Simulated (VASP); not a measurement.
Set up this calculation in VASP 6.6.1, as the native input.

```
Task                   : relaxation of volume and atoms at fixed shape
Functional             : PBE
Potentials or basis    : VASP PAW PBE potentials, release 64 (Ni, O)
Cutoff                 : 600 eV
k mesh                 : 7 × 7 × 7
Occupations            : fermi-dirac, width 0.05 eV
Spin                   : collinear spin, ferromagnetic start
Starting moments       : [1.5, 0.0] μB
Hubbard terms          : Ni d U = 4.0 eV
Dipole correction      : no
Further INCAR settings : ALGO = Normal; EDIFF = 1e-07; IBRION = 2; EDIFFG = -0.01; NSW = 80; ISIF = 8
```

The structure of NiO lies in POSCAR:

```
NiO
1.0
    0.0000000000      2.0859020000      2.0859020000
    2.0859020000      0.0000000000      2.0859020000
    2.0859020000      2.0859020000      0.0000000000
Ni O
1 1
Direct
    0.0000000000      0.0000000000      0.0000000000
    0.5000000000      0.5000000000      0.5000000000
```

The input as run:

INCAR

```
PREC = Accurate
ENCUT = 600
EDIFF = 1E-7
ISMEAR = -1
SIGMA = 0.05
LREAL = False
LASPH = True
NELM = 200
ALGO = Normal
ISIF = 8
LWAVE = False
LCHARG = False
ISPIN = 2
MAGMOM = 1.5 0
LORBIT = 11
LMAXMIX = 4
LDAU = True
LDAUTYPE = 2
LDAUL = 2 -1
LDAUU = 4 0
LDAUJ = 0 0
LDAUPRINT = 1
GGA = PE
IBRION = 2
NSW = 80
EDIFFG = -0.01
GGA_COMPAT = False
NELMIN = 4
```

KPOINTS

```
regular mesh
0
Gamma
  7 7 7
```

Potentials or basis: VASP PAW PBE potentials, release 64 (Ni, O).

Run with:

```console
$ cat potpaw_PBE.64/Ni/POTCAR potpaw_PBE.64/O/POTCAR > POTCAR
$ mpirun -np 1 vasp_std > vasp.out
```

Results of the run:

```yaml
Relaxed_volume: 9.34 Å³/atom
Relaxed_cell: a = 2.978 Å, b = 2.978 Å, c = 2.978 Å, α = 60.00°, β = 60.00°, γ = 60.00°
Space_group_after_relaxing_to_0.05_Å: Fm-3m (No. 225)
Energy_gained_by_relaxing: 4.4 meV/atom
Ionic_steps: 3
Pressure_after_relaxing: 0.0 GPa
Band_gap_on_the_k_mesh: 1.49 eV, indirect (least direct gap 2.35 eV)
Net_moment: 2.00 μB per cell
Site_moments: Ni +1.75; O +0.22 μB
Valence_electrons_inside_the_program's_atomic_spheres: Ni 8.93; O 5.01
```

Caveat: a cell with one magnetic atom can't hold antiferromagnetic order, which such compounds often take.

Wall time 19 s on 1 thread of Intel(R) Xeon(R) 6975P-C (Granite Rapids) (shared host), peak memory 0.15 GiB.
